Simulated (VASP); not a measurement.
Set up this calculation in VASP 6.6.1, as the native input.

| Property | Result |
| --- | --- |
| Task | single point |
| Functional | LDA |
| Potentials or basis | VASP PAW LDA potentials, release 64 (Ba_sv, Zr_sv, O_h) |
| Cutoff | 1340 eV |
| k mesh | 4 × 4 × 4 |
| Occupations | gaussian, width 0.01 eV |
| Spin | no spin polarisation |
| Dipole correction | no |
| Further INCAR settings | ALGO = Normal; EDIFF = 1e-06; NBANDS = 28 |

The structure of BaZrO3 lies in POSCAR:

```
BaZrO3
1.0
    4.1106422440      0.0000000000      0.0000000000
    0.0000000000      4.1106422440      0.0000000000
    0.0000000000      0.0000000000      4.1106422440
Ba Zr O
1 1 3
Direct
    0.0000000000      0.0000000000      0.0000000000
    0.5000000000      0.5000000000      0.5000000000
    0.0000000000      0.5000000000      0.5000000000
    0.5000000000      0.0000000000      0.5000000000
    0.5000000000      0.5000000000      0.0000000000
```

These files were run (other wordings do the same):

INCAR

```
SYSTEM = BaZrO3
  PREC = Accurate
  ENCUT = 1340
  EDIFF = 1E-6
  ISMEAR = 0
  SIGMA = 0.01
  LREAL = .False.
  LASPH = .True.
  NELM = 120
  ALGO = Normal
  ISIF = 2
  LWAVE = .False.
  LCHARG = .True.
  GGA = CA
  LELF = .True.
  LVHAR = .True.
  NBANDS = 28
  GGA_COMPAT = .False.
```

KPOINTS

```
Automatic mesh
0
Gamma
  4 4 4
  0 0 0
```

Potentials or basis: VASP PAW LDA potentials, release 64 (Ba_sv, Zr_sv, O_h).

Command:

```console
$ cat potpaw_LDA.64/Ba_sv/POTCAR potpaw_LDA.64/Zr_sv/POTCAR potpaw_LDA.64/O_h/POTCAR > POTCAR
$ mpirun -np 1 vasp_std > vasp.out
```

It gave:

The pressure is 6.5 GPa. The band gap on the k mesh is 3.18 eV (least direct gap 3.32 eV).

Caveat: the cell stands under pressure; spin-orbit coupling is left out, which moves the levels of the heavy elements.

Wall time 82 s on 1 thread of Intel(R) Xeon(R) Platinum 8259CL CPU @ 2.50GHz (Skylake/Cascade Lake), on a shared host, peak memory 0.33 GiB.
